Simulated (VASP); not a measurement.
Set up this calculation in VASP 6.6.1, as the native input.

| Property | Result |
| --- | --- |
| Task | single point |
| Functional | PBE |
| Potentials or basis | VASP PAW PBE potentials, release 64 (As, In_d) |
| Cutoff | 520 eV |
| k mesh | 8 × 8 × 1 |
| Occupations | methfessel-paxton, width 0.2 eV |
| Spin | no spin polarisation |
| Dipole correction | yes |
| Further INCAR settings | ALGO = Normal; EDIFF = 1e-07; NBANDS = 48 |

The structure of In4As5 lies in POSCAR:

```
In4As5
1.0
    4.3746994652      0.0000000000      0.0000000000
    0.0000000000      4.3746994652      0.0000000000
    0.0000000000      0.0000000000     27.3735186299
As In
5 4
Direct
    0.0000000000      0.5000000000      0.2739874293
    0.5000000000      0.0000000000      0.3869937146
    0.0000000000      0.5000000000      0.5000000000
    0.5000000000      0.0000000000      0.6130062854
    0.0000000000      0.5000000000      0.7260125707
    0.5000000000      0.5000000000      0.3304905720
    0.0000000000      0.0000000000      0.4434968573
    0.5000000000      0.5000000000      0.5565031427
    0.0000000000      0.0000000000      0.6695094280
```

The input as run:

INCAR

```
PREC = Accurate ; ENCUT = 520
EDIFF = 1E-7 ; ISMEAR = 1
SIGMA = 0.2 ; LREAL = False
LASPH = True ; NELM = 80
ALGO = Normal ; ISIF = 2
LWAVE = False ; LCHARG = True
LDIPOL = True ; IDIPOL = 3
DIPOL = 0.5 0.5 0.500 ; GGA = PE
LELF = True ; LVHAR = True
LVACPOTAV = True ; NBANDS = 48
```

KPOINTS

```
Automatic mesh
0
Gamma
  8 8 1
```

Potentials or basis: VASP PAW PBE potentials, release 64 (As, In_d).

Launch:

```console
$ cat potpaw_PBE.64/As/POTCAR potpaw_PBE.64/In_d/POTCAR > POTCAR
$ mpirun -np 1 vasp_std > vasp.out
```

Results of the run:

```json
{"Largest force": "0.277 eV/Å", "Band gap on the k mesh": "zero (an odd number of electrons rules out a gap without spin polarisation)"}
```

Caveat: spin-orbit coupling is left out, which moves the levels of the heavy elements.

It took 23 min on 1 thread of Intel Xeon 8259CL (shared host), peak memory 0.74 GiB.
